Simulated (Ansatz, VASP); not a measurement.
Two plane-wave programs on BN

Contents of INCAR:

```
  ALGO = Normal
  EDIFF = 1E-7
  ENCUT = 520
  GGA = PE
  ISIF = 2
  ISMEAR = 0
  LASPH = T
  LCHARG = F
  LREAL = F
  LWAVE = F
  NBANDS = 16
  NELM = 80
  PREC = Accurate
  SIGMA = 0.05
```

KPOINTS

```
k-points
0
Gamma
  12 12 4
```

The input POSCAR:

```
BN
1.0
    2.5121751215      0.0000000000      0.0000000000
   -1.2560875608      2.1756074740      0.0000000000
    0.0000000000      0.0000000000      8.5105648240
B N
2 2
Direct
    0.3333333333      0.6666666667      0.2500000000
    0.6666666667      0.3333333333      0.7500000000
    0.3333333333      0.6666666667      0.7500000000
    0.6666666667      0.3333333333      0.2500000000
```

Input for Ansatz:

```yaml
crystal:
  lattice:
    - [2.5121751215, 0.0, 0.0]
    - [-1.2560875608, 2.175607474, 0.0]
    - [0.0, 0.0, 8.510564824]
  atoms:
    - { symbol: B, position: [0.3333333333, 0.6666666667, 0.25] }
    - { symbol: B, position: [0.6666666667, 0.3333333333, 0.75] }
    - { symbol: "N", position: [0.3333333333, 0.6666666667, 0.75] }
    - { symbol: "N", position: [0.6666666667, 0.3333333333, 0.25] }
basis:
  ecutwfc: 420
kpoints:
  mp_grid: { grid: [12, 12, 4] }
hamiltonian:
  xc: pbe
scf:
  occupations: { method: gaussian, width: 0.05 }
output:
  forces: true
  stress: true
  eigenvalues: true
```

Change from the starting cell: strain +0.0200 x Voigt [0, 0, 1, 0, 0, 0], atoms carried along.

Alike in both runs: task single point; functional PBE; k mesh 12 × 12 × 4; occupations gaussian, width 0.05 eV; no spin polarisation.

```csv
,VASP,Ansatz
version,VASP 6.6.1,Ansatz 0.2.0
potentials or method,"VASP PAW PBE potentials, release 64 (B, N), cutoff 520 eV","scalar-relativistic, plane waves, PAW"
valence electrons in the cell,16,16
```

VASP gave:

- gap on the k mesh at the Fermi level (eV): 4.36
- least direct gap on the mesh (eV): 4.66
- pressure (GPa): 0.0
- traceless stress, the component that is largest in VASP (GPa): -0.16

Question: What did Ansatz give for the same quantities?

Answer: gap on the k mesh at the Fermi level (eV): 4.36; least direct gap on the mesh (eV): 4.66; pressure (GPa): 0.0; traceless stress, the component that is largest in VASP (GPa): 0.01.
